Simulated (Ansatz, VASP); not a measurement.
**PtF2: VASP beside Ansatz**

INCAR

```
ALGO = Normal ; EDIFF = 1E-7
EDIFFG = -0.04 ; ENCUT = 600
GGA = PE ; GGA_COMPAT = F
IBRION = 2 ; ISIF = 3
ISMEAR = 0 ; LASPH = T
LCHARG = F ; LREAL = F
LWAVE = F ; NELM = 120
NELMIN = 4 ; NSW = 90
PREC = Accurate ; SIGMA = 0.1
```

KPOINTS

```
k-points
0
Gamma
  4 4 6
```

The input POSCAR:

```
PtF2
1.0
    2.8619924967     -3.2370228978      0.0000000000
    2.8619924967      3.2370228978      0.0000000000
    0.0000000000      0.0000000000      3.1215172646
Pt F
1 2
Direct
    0.5000000000      0.5000000000      0.5000000000
    0.7241820983      0.7241820983      0.0000000000
    0.2758179017      0.2758179017      0.0000000000
```

Input for Ansatz:

```yaml
crystal:
  lattice:
    - [2.8619924967, -3.2370228978, 0.0]
    - [2.8619924967, 3.2370228978, 0.0]
    - [0.0, 0.0, 3.1215172646]
  atoms:
    - { symbol: Pt, position: [0.5, 0.5, 0.5] }
    - { symbol: F, position: [0.7241820983, 0.7241820983, 0.0] }
    - { symbol: F, position: [0.2758179017, 0.2758179017, 0.0] }
basis:
  ecutwfc: 420
kpoints:
  mp_grid: { grid: [4, 4, 6] }
hamiltonian:
  xc: pbe
scf:
  occupations: { method: gaussian, width: 0.1 }
  lower_state_search: "off"
output:
  forces: true
  stress: true
  eigenvalues: true
relax:
  adjacent_minimum: "off"
  f_tol: 0.04
  max_steps: 70
  cell: { stress_tol: 0.4 }
```

Alike in both runs: task relaxation of cell and atoms; functional PBE; k mesh 4 × 4 × 6; occupations gaussian, width 0.1 eV; no spin polarisation.

|  | VASP | Ansatz |
| --- | --- | --- |
| version | VASP 6.6.1 | Ansatz 0.2.0 |
| potentials or method | VASP PAW PBE potentials, release 64 (Pt_sv_GW, F), cutoff 600 eV | scalar-relativistic, plane waves, PAW |
| valence electrons in the cell | 32 | 32 |

Ansatz gave:

```
gap on the k mesh at the Fermi level, each at its own relaxed structure (eV) : 1.20
relaxed volume (Å³/atom)                                                     : 19.28
relaxed cell length with the largest relative difference (Å)                 : 3.122
```

Question: Which values does VASP return?

Answer: gap on the k mesh at the Fermi level, each at its own relaxed structure (eV): 1.19; relaxed volume (Å³/atom): 19.24; relaxed cell length with the largest relative difference (Å): 3.118.

Spin-orbit coupling is off throughout.
